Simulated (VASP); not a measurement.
Runs of VASP 6.6.1 on HfO2. The structure is that of space group Cm (No. 8), or close to it. The cells are those of the table. 

```csv
level,cell,gap on the mesh (eV),pressure (GPa),largest force (eV/Å)
PBE,"a = 3.605, b = 3.605, c = 9.551 Å, angles 70.7, 70.7, 60.0°, 9 atoms",0.22,18.1,18.03
PBE,"a = 3.605, b = 3.605, c = 8.845 Å, angles 87.1, 87.1, 60.0°, 9 atoms",3.82,6.7,9.94
r2SCAN,"a = 3.605, b = 3.605, c = 10.522 Å, angles 61.9, 61.9, 60.0°, 9 atoms",3.70,-5.1,3.98
PBE,"a = 3.605, b = 3.605, c = 10.522 Å, angles 61.9, 61.9, 60.0°, 9 atoms",(b),(a),3.87
```

Alike in all rows: task single point; potentials or basis VASP PAW PBE potentials, release 64 (Hf_pv, O); no spin polarisation; k mesh 7 × 7 × 3; cutoff (eV) 520; smearing gaussian 0.05 eV.

Question: Fill in the values left out.

Answer: (a) 0.9; (b) 3.25.

Caveats: spin-orbit coupling is left out, which moves the levels of the heavy elements; forces of over 1 eV/Å act on the atoms, so gaps and moduli don't describe the material at rest (some runs); the PAW data sets were made with another functional, which shifts forces and pressure a little (some runs).

A k mesh can miss the band edges, and the runs leave out spin-orbit coupling on Hf.
